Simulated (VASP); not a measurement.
Write the native input for VASP 6.6.1 that does the following.

| Property | Result |
| --- | --- |
| Task | single point |
| Functional | LDA |
| Potentials or basis | VASP PAW LDA potentials, release 64 (Ge_d) |
| Cutoff | 520 eV |
| k mesh | 7 × 7 × 4 |
| Occupations | gaussian, width 0.1 eV |
| Spin | no spin polarisation |
| Dipole correction | no |
| Further INCAR settings | ALGO = Normal; EDIFF = 1e-07; NBANDS = 36 |

The structure of Ge lies in POSCAR:

```
Ge
1.0
    3.9975860000      0.0000000000      0.0000000000
   -1.9987930000      3.4620110000      0.0000000000
    0.0000000000      0.0000000000      6.5993780000
Ge
4
Direct
    0.6666666667      0.3333333333      0.0629010000
    0.3333333333      0.6666666667      0.5629010000
    0.6666666667      0.3333333333      0.4370990000
    0.3333333333      0.6666666667      0.9370990000
```

These files were run (other wordings do the same):

INCAR

```
SYSTEM = Ge
PREC = Accurate ; ENCUT = 520
EDIFF = 1E-7 ; ISMEAR = 0
SIGMA = 0.1 ; LREAL = .FALSE.
LASPH = .TRUE. ; NELM = 60
ALGO = Normal ; ISIF = 2
LWAVE = .FALSE. ; LCHARG = .FALSE.
NBANDS = 36
```

KPOINTS

```
Automatic mesh
0
G
  7 7 4
  0 0 0
```

Potentials or basis: VASP PAW LDA potentials, release 64 (Ge_d).

The run is started by

```sh
$ cat potpaw_LDA.64/Ge_d/POTCAR > POTCAR
$ mpirun -np 1 vasp_std > vasp.out
```

Results of the run:

| Property | Result |
| --- | --- |
| Pressure | -1.8 GPa |
| Band gap on the k mesh | 0.17 eV, indirect (least direct gap 0.25 eV) |

Run time: 49 s on 1 thread of Intel(R) Xeon(R) 6975P-C (Granite Rapids), with other jobs on the host, peak memory 0.19 GiB.
